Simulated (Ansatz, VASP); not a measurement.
**Two plane-wave programs on Ir**

The input INCAR:

```
  PREC = Accurate
  ENCUT = 600
  EDIFF = 1E-7
  ISMEAR = -1
  SIGMA = 0.05
  LREAL = False
  LASPH = True
  NELM = 80
  ALGO = Normal
  ISIF = 3
  LWAVE = False
  LCHARG = False
  GGA = PS
  IBRION = 2
  NSW = 100
  EDIFFG = -0.002
```

File KPOINTS:

```
regular mesh
0
Gamma
  24 24 24
```

File POSCAR:

```
Ir
1.0
    0.0000000000      1.9156000000      1.9156000000
    1.9156000000      0.0000000000      1.9156000000
    1.9156000000      1.9156000000      0.0000000000
Ir
1
Direct
    0.0000000000      0.0000000000      0.0000000000
```

Input for Ansatz:

```yaml
crystal:
  lattice:
    - [0.0, 1.9156, 1.9156]
    - [1.9156, 0.0, 1.9156]
    - [1.9156, 1.9156, 0.0]
  atoms:
    - { symbol: Ir, position: [0.0, 0.0, 0.0] }
kpoints:
  mp_grid: { grid: [24, 24, 24] }
scf:
  occupations: { method: fermi_dirac, width: 0.05 }
hamiltonian:
  xc: pbesol
  pseudopotentials: { kind: paw }
relax:
  f_tol: 0.002
  max_steps: 80
  cell: {}
output:
  forces: true
  stress: true
```

Alike in both runs: task relaxation of cell and atoms; functional PBEsol; k mesh 24 × 24 × 24; occupations fermi-dirac, width 0.05 eV; no spin polarisation.

|  | VASP | Ansatz |
| --- | --- | --- |
| version | VASP 6.6.1 | Ansatz 0.2.0 |
| potentials or method | VASP PAW PBE potentials, release 64 (Ir) | PAW with Ansatz's default frozen-core files, scalar-relativistic |
| plane-wave cutoff (eV) | 600 | 420 |
| valence electrons in the cell | 9 | 17 |

Ansatz gave:

* relaxed volume (Å³/atom): 14.05
* relaxed length of the cell vector where the two differ most in proportion (Å): 2.709

Q: Estimate VASP's values.

A: Relaxed volume (Å³/atom): 14.09; relaxed length of the cell vector where the two differ most in proportion (Å): 2.711.

VASP's potentials were made for PBE, not for PBEsol. VASP's potentials hold 9 valence electrons a cell and Ansatz's 17, so a difference there can come from the potentials and not from the codes.

Spin-orbit coupling is off throughout.
